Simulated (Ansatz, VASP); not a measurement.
## AlN: VASP beside Ansatz

```
Al N
1.0
     3.22380    0.00000    0.00000
    -1.61190    2.79189    0.00000
     0.00000    0.00000    5.41830
Al N
2 2
Direct
  0.33333 0.66667 0.00173
  0.66667 0.33333 0.50173
  0.33333 0.66667 0.38327
  0.66667 0.33333 0.88327
```

Alike in both runs: task relaxation of the atoms; functional PBE; k mesh 9 × 9 × 6; occupations gaussian, width 0.05 eV; no spin polarisation.

```csv
,VASP,Ansatz
version,VASP 6.6.1,Ansatz 0.2.0
potentials or method,"VASP PAW PBE potentials, release 64 (Al, N), cutoff 520 eV","scalar-relativistic, plane waves, PAW"
valence electrons in the cell,16,16
```

```csv
,VASP,Ansatz,Ansatz less VASP
"gap on the k mesh at the Fermi level, each at its own relaxed structure (eV)",2.93,2.93,-0.002
```

Ansatz's warnings: stress scf threshold loose.
